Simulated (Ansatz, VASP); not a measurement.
## ZrB23N24: VASP beside Ansatz

```
Zr B N
1.0
    -3.83091    2.21178   -4.22685
     3.83091   -2.21178   -4.22685
    -3.83091   -6.63533    4.22685
Zr B N
1 23 24
Direct
  0.64500 0.31101 0.99962
  0.17740 0.83543 0.99962
  0.84278 0.98881 0.83070
  0.32207 0.49937 0.82056
  0.00099 0.66692 0.66397
  0.48805 0.16382 0.65340
  0.16273 0.33344 0.49619
  0.66615 0.83687 0.50304
  0.33664 0.00257 0.33527
  0.83427 0.51004 0.34584
  0.50112 0.67843 0.17867
  0.01170 0.15773 0.16854
  0.59483 0.89896 0.99962
  0.09135 0.42250 0.99962
  0.75927 0.58746 0.83122
  0.23486 0.08068 0.81906
  0.91249 0.25067 0.66415
  0.41603 0.75047 0.66556
  0.08128 0.91685 0.49672
  0.58418 0.41975 0.50252
  0.24795 0.58613 0.33508
  0.75008 0.08452 0.33367
  0.41542 0.26124 0.18018
  0.92767 0.75586 0.16802
  0.88480 0.55067 0.99962
  0.36426 0.02872 0.99962
  0.01529 0.18733 0.83192
  0.51907 0.68030 0.82870
  0.18443 0.84989 0.66159
  0.68513 0.35327 0.66563
  0.35270 0.52073 0.49930
  0.85302 0.02105 0.49994
  0.52246 0.18792 0.33765
  0.01912 0.68726 0.33360
  0.68999 0.85122 0.17054
  0.18299 0.35503 0.16732
  0.80307 0.04295 0.99962
  0.28265 0.60222 0.99962
  0.94945 0.76721 0.82761
  0.37905 0.25595 0.78682
  0.09346 0.43950 0.65911
  0.60199 0.93939 0.66878
  0.26309 0.10185 0.49007
  0.77264 0.61140 0.50917
  0.43397 0.78001 0.34013
  0.93283 0.27023 0.33046
  0.59184 0.46875 0.21242
  0.12146 0.93922 0.17163
```

Alike in both runs: task single point; functional PBE; k mesh 2 × 2 × 2; occupations gaussian, width 0.05 eV; collinear spin.

|  | VASP | Ansatz |
| --- | --- | --- |
| version | VASP 6.6.1 | Ansatz 0.2.0 |
| potentials or method | VASP PAW PBE potentials, release 64 (Zr_sv, B, N), cutoff 520 eV | scalar-relativistic, plane waves, PAW |
| valence electrons in the cell | 201 | 201 |

|  | VASP | Ansatz | Ansatz less VASP |
| --- | --- | --- | --- |
| gap on the k mesh at the Fermi level (eV) | none | none | - |
| rms of the force components (eV/Å) | 0.035 | 0.035 | +0.0002 |
| net moment per atom (μB) | 0.00 | 0.00 | 0.000 |

Atom by atom the forces differ by 0.008 eV/Å (rms over components). A gap of «none» marks a metal or a gap that the smearing closes. With one functional, cell and mesh, what is left measures potentials, basis and numerics. Ansatz's warnings: stability check not made, structure snapped to symmetry.

The k mesh is coarse, so the values compare programs but aren't converged.
